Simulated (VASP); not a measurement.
# Y (R-3m) in VASP: single point with r2SCAN

Aim: the single point of Y with r2SCAN.

All numbers are computed with VASP 6.6.1; they aren't measurements. Logs are shortened: lines on timing, memory, paths and dates and some standing lists are left out, and cuts for length are marked.

### 1 The cell of the first run

The structure is trigonal, space group R-3m (No. 166). The conventional cell has a = 3.651 Å, b = 3.651 Å, c = 26.175 Å, α = 90.00°, β = 90.00°, γ = 120.00°. Within 4.7 Å of Y (site symmetry -3m) lie 12 Y at 3.62 to 3.65 Å. Within 4.7 Å of Y (site symmetry 3m) lie 12 Y at 3.55 to 3.65 Å.

### 2 Single point, r2SCAN

File POSCAR:

```
Y
1.0
    1.8253862983      1.0538872707      8.7249510165
   -1.8253862983      1.0538872707      8.7249510165
    0.0000000000     -2.1077745414      8.7249510165
Y
3
Direct
    0.0000000000      0.0000000000      0.0000000000
    0.2211244500      0.2211244500      0.2211244500
    0.7788755500      0.7788755500      0.7788755500
```

File INCAR.step1:

```
  PREC = Accurate
  ENCUT = 520
  ISMEAR = 0
  SIGMA = 0.1
  LREAL = False
  LASPH = True
  NELM = 100
  NBANDS = 24
  GGA = PE
  ALGO = Normal
  EDIFF = 1E-4
  LWAVE = True
  LCHARG = False
```

File INCAR.step2:

```
  PREC = Accurate
  ENCUT = 520
  EDIFF = 1E-7
  ISMEAR = 0
  SIGMA = 0.1
  LREAL = False
  LASPH = True
  NELM = 100
  ALGO = Normal
  ISIF = 2
  LWAVE = False
  LCHARG = False
  METAGGA = R2SCAN
  LMIXTAU = True
  NBANDS = 24
  ISTART = 1
```

File KPOINTS:

```
Automatic mesh
0
Gamma
  6 6 6
```

Potentials or basis: VASP PAW PBE potentials, release 64 (Y_sv).

Run with:

```bash
> cat potpaw_PBE.64/Y_sv/POTCAR > POTCAR
> cp INCAR.step1 INCAR
> mpirun -np 1 vasp_std > vasp.out
> cp INCAR.step2 INCAR
> mpirun -np 1 vasp_std > vasp.out
```

OUTCAR:

```text
PREC = Accurate
   ENCUT = 520
   EDIFF = 1E-7
   ISMEAR = 0
   LREAL = False
   LASPH = True
   NELM = 100
   ISIF = 2
   METAGGA = R2SCAN
   ISTART = 1

 ion  position               nearest neighbor table
   1  0.000  0.000  0.000-   3 3.62   3 3.62   2 3.62   2 3.62   3 3.62   2 3.62
   2  0.221  0.221  0.221-   3 3.55   3 3.55   3 3.55   1 3.62   1 3.62   1 3.62
   3  0.779  0.779  0.779-   2 3.55   2 3.55   2 3.55   1 3.62   1 3.62   1 3.62

  LATTYP: Found a trigonal (rhomboedric) cell.
 ALAT       =     8.9759391574
 COS(alpha) =     0.9172858582

  Lattice vectors:

 A1 = (   1.8253862983,   1.0538872707,   8.7249510165)
 A2 = (  -1.8253862983,   1.0538872707,   8.7249510165)
 A3 = (   0.0000000000,  -2.1077745414,   8.7249510165)

Analysis of symmetry for initial positions (statically):
=====================================================================
 Subroutine PRICEL returns:
 Original cell was already a primitive cell.

 Routine SETGRP: Setting up the symmetry group for a
 trigonal (rhombohedral) supercell.

 Subroutine GETGRP returns: Found 12 space group operations
 (whereof 12 operations were pure point group operations)
 out of a pool of 12 trial point group operations.

The static configuration has the point symmetry D_3d.

Analysis of symmetry for dynamics (positions and initial velocities):
=====================================================================
 Subroutine PRICEL returns:
 Original cell was already a primitive cell.

 Routine SETGRP: Setting up the symmetry group for a
 trigonal (rhombohedral) supercell.

 Subroutine GETGRP returns: Found 12 space group operations
 (whereof 12 operations were pure point group operations)
 out of a pool of 12 trial point group operations.

The dynamic configuration has the point symmetry D_3d.

 Subroutine INISYM returns: Found 12 space group operations
 (whereof 12 operations are pure point group operations),
 and found     1 'primitive' translations

----------------------------------------------------------------------------------------

                                     Primitive cell

  volume of cell :     100.7078

  direct lattice vectors                    reciprocal lattice vectors
     1.825386298  1.053887271  8.724951017     0.273914623  0.158144681  0.038204608
    -1.825386298  1.053887271  8.724951017    -0.273914623  0.158144681  0.038204608
[... 80 lines left out ...]
   ICHARG =      0    charge: 1-file 2-atom 10-const
   ISPIN  =      1    spin polarized calculation?
   LNONCOLLINEAR =      F non collinear calculations
   LSORBIT =      F    spin-orbit coupling
   LASPH  =      T    aspherical Exc in radial PAW
   ENCUT  =  520.0 eV  38.22 Ry    6.18 a.u.  16.69 16.69 16.69*2*pi/ulx,y,z
   NELM   =    100;   NELMIN=  2; NELMDL=  0     # of ELM steps
   EDIFF  = 0.1E-06   stopping-criterion for ELM
   LREAL  =      F    real-space projection
   EDIFFG = 0.1E-05   stopping-criterion for IOM
   NSW    =      0    number of steps for IOM
   IBRION =     -1    ionic relax: 0-MD 1-quasi-New 2-CG
   NFREE  =      0    steps in history (QN), initial steepest desc. (CG)
   ISIF   =      2    stress and relaxation
   ISYM   =      2    0-nonsym 1-usesym 2-fastsym
   POTIM  = 0.5000    time-step for ionic-motion
   TEBEG  =    0.0;   TEEND  =   0.0 temperature during run
   PSTRESS=    0.0 pullay stress
   NELECT =      33.0000    total number of electrons
   NUPDOWN=      -1.0000    fix difference up-down
   EMIN   =  10.00;   EMAX   =-10.00  energy-range for DOS
   EFERMI =   0.00;   METHOD = LEGACY
   ISMEAR =     0;   SIGMA  =   0.10  broadening in eV -4-tet -1-fermi 0-gaus
   EFERMI_NEDOS =   21; number of points for ismear=-14 and -15
   IALGO  =     38    algorithm
   IMIX   =      4    mixing-type and parameters
     AMIX     =   0.40;   BMIX     =  1.00
     AMIX_MAG =   1.60;   BMIX_MAG =  1.00
  volume/ion in A,a.u.               =      33.57       226.54
  Fermi-wavevector in a.u.,A,eV,Ry     =   1.128648  2.132835 17.331723  1.273846
  Thomas-Fermi vector in A             =   2.265338
   LORBIT       =      0    0 simple, 1 ext, 2 COOP (PROOUT), +10 PAW based schemes
   METAGGA = R2SCAN    functional components
   LHFCALC =     F    Hartree Fock is set to
   AEXX    =    0.0000 exact exchange contribution
   IVDW    =     0    specifies the selected vdW correction
   LEPSILON=     F    determine dielectric tensor
   LRPA    =     F    only Hartree local field effects (RPA)
 non-spin polarized calculation
 Gauss-broadening in eV      SIGMA  =   0.10
  energy-cutoff  :      520.00
  volume of cell :      100.71
 maximum number of plane-waves:      2722
 NGX is ok and might be reduce to    70
   NGX = 33   NGY = 33   NGZ = 33

 number of electron      33.0000000 magnetization

 Free energy of the ion-electron system (eV)
  ---------------------------------------------------
  ext. energy  EPLUGINS =         0.00000000
  ---------------------------------------------------
  free energy    TOTEN  =       -60.79195384 eV

  energy without entropy =      -60.76809946  energy(sigma->0) =      -60.78002665

 E-fermi :   2.9763     XC(G=0):  -9.9809

 val. band max:        2.9760651683   @ k =   0.5000   0.1667   0.1667
 cond. band min:       2.9781697041   @ k =   0.5000   0.0000   0.0000
 fundamental gap:      0.0021045358
 Fermi energy:         2.9762620986

 k-point     1 :       0.0000    0.0000    0.0000
  band No.  band energies     occupation
      1     -41.3113      2.00000
      2     -41.2421      2.00000
      3     -41.2102      2.00000
      4     -20.7693      2.00000
      5     -20.7549      2.00000
      6     -20.4401      2.00000
[... 637 lines left out ...]
     23       5.6873      0.00000
     24       7.1023      0.00000

 [... further k-points ...]
[... 5 lines left out ...]
  --------------------------------------------------------------------------------------
  -------------------------------------------------------------------------------------
  Total       -0.0072902     -0.0072902     -0.5880456      0.0000000     -0.0000000      0.0000000
  in kB       -0.1159813     -0.1159813     -9.3553152      0.0000000     -0.0000000      0.0000000
  external PRESSURE =      -3.1957592 kB  Pullay stress =       0.0000000 kB

 VOLUME and BASIS-vectors are now :
 -----------------------------------------------------------------------------
  energy-cutoff  :      520.00
  volume of cell :      100.71
      direct lattice vectors                 reciprocal lattice vectors
     1.825386298  1.053887271  8.724951017     0.273914623  0.158144681  0.038204608
    -1.825386298  1.053887271  8.724951017    -0.273914623  0.158144681  0.038204608
     0.000000000 -2.107774541  8.724951017     0.000000000 -0.316289363  0.038204608

 POSITION                                       TOTAL-FORCE (eV/Angst)
 -----------------------------------------------------------------------------------
      0.00000      0.00000      0.00000         0.000000     -0.000000     -0.000000
      0.00000      0.00000      5.78790         0.000000     -0.000000      0.102913
      0.00000      0.00000     20.38695         0.000000      0.000000     -0.102913
 -----------------------------------------------------------------------------------
    total drift:                               -0.000000     -0.000000      0.000000

  FREE ENERGIE OF THE ION-ELECTRON SYSTEM (eV)
  ---------------------------------------------------
  free  energy   TOTEN  =       -60.7919538410 eV

  energy  without entropy=      -60.7680994572  energy(sigma->0) =      -60.78002665
```

Wall time 42 min (1 thread of AMD EPYC 7R43 (Zen 3), shared host); peak memory 0.76 GiB.

Results:

| Item | Value |
| --- | --- |
| Free energy | -60.7920 eV |
| Pressure | -0.3 GPa |
| Largest force | 0.103 eV/Å |

Forces in eV/Å, atoms in the order of the input:
```
Y    0.000  0.000  0.000
Y    0.000  0.000  0.103
Y    0.000  0.000 -0.103
```

Caveat: the PAW data sets were made with another functional, which shifts forces and pressure a little.
